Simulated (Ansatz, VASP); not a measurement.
One calculation of BaAs, two programs

Contents of INCAR:

```
SYSTEM = BaAs
PREC = Accurate ; ENCUT = 600
EDIFF = 1E-7 ; ISMEAR = 0
SIGMA = 0.1 ; LREAL = .FALSE.
LASPH = .TRUE. ; NELM = 80
ALGO = Normal ; ISIF = 3
LWAVE = .FALSE. ; LCHARG = .FALSE.
GGA = PE ; IBRION = 2
NSW = 90 ; EDIFFG = -0.04
```

KPOINTS

```
Automatic mesh
0
G
  4 4 4
  0 0 0
```

The input POSCAR:

```
BaAs
1.0
    2.1344094600     -6.1073581800      0.0000000000
    2.1344094600      6.1073581800      0.0000000000
    0.0000000000      0.0000000000      4.7142446400
Ba As
2 2
Direct
    0.3565043900      0.6434956100      0.2500000000
    0.6434956100      0.3565043900      0.7500000000
    0.8868549900      0.1131450100      0.7500000000
    0.1131450100      0.8868549900      0.2500000000
```

Input for Ansatz:

```yaml
crystal:
  lattice:
    - [2.13440946, -6.10735818, 0.0]
    - [2.13440946, 6.10735818, 0.0]
    - [0.0, 0.0, 4.71424464]
  atoms:
    - { symbol: Ba, position: [0.35650439, 0.64349561, 0.25] }
    - { symbol: Ba, position: [0.64349561, 0.35650439, 0.75] }
    - { symbol: As, position: [0.88685499, 0.11314501, 0.75] }
    - { symbol: As, position: [0.11314501, 0.88685499, 0.25] }
basis:
  ecutwfc: 420
kpoints:
  mp_grid: { grid: [4, 4, 4] }
hamiltonian:
  xc: pbe
scf:
  occupations: { method: gaussian, width: 0.1 }
  lower_state_search: "off"
output:
  forces: true
  stress: true
  eigenvalues: true
relax:
  adjacent_minimum: "off"
  f_tol: 0.04
  max_steps: 70
  cell: { stress_tol: 0.4 }
```

Change from the starting cell: species swapped into the TlCl type (Cmcm, No. 63).

Alike in both runs: task relaxation of cell and atoms; functional PBE; k mesh 4 × 4 × 4; occupations gaussian, width 0.1 eV; no spin polarisation.

|  | VASP | Ansatz |
| --- | --- | --- |
| version | VASP 6.6.1 | Ansatz 0.2.0 |
| potentials or method | VASP PAW PBE potentials, release 64 (Ba_sv, As), cutoff 600 eV | scalar-relativistic, plane waves, PAW |
| valence electrons in the cell | 30 | 50 |

```tsv
	VASP	Ansatz	Ansatz less VASP
gap on the k mesh at the Fermi level, each at its own relaxed structure (eV)	none	none	-
relaxed volume (Å³/atom)	33.78	33.26	-0.515
relaxed cell length with the largest relative difference (Å)	4.544	4.516	-0.0281
```

A gap of «none» marks a metal or a gap that the smearing closes. VASP's potentials hold 30 valence electrons a cell and Ansatz's 50, so a difference there can come from the potentials and not from the codes.

The k mesh is coarse, so the values compare programs but aren't converged. Neither program's run includes spin-orbit coupling.
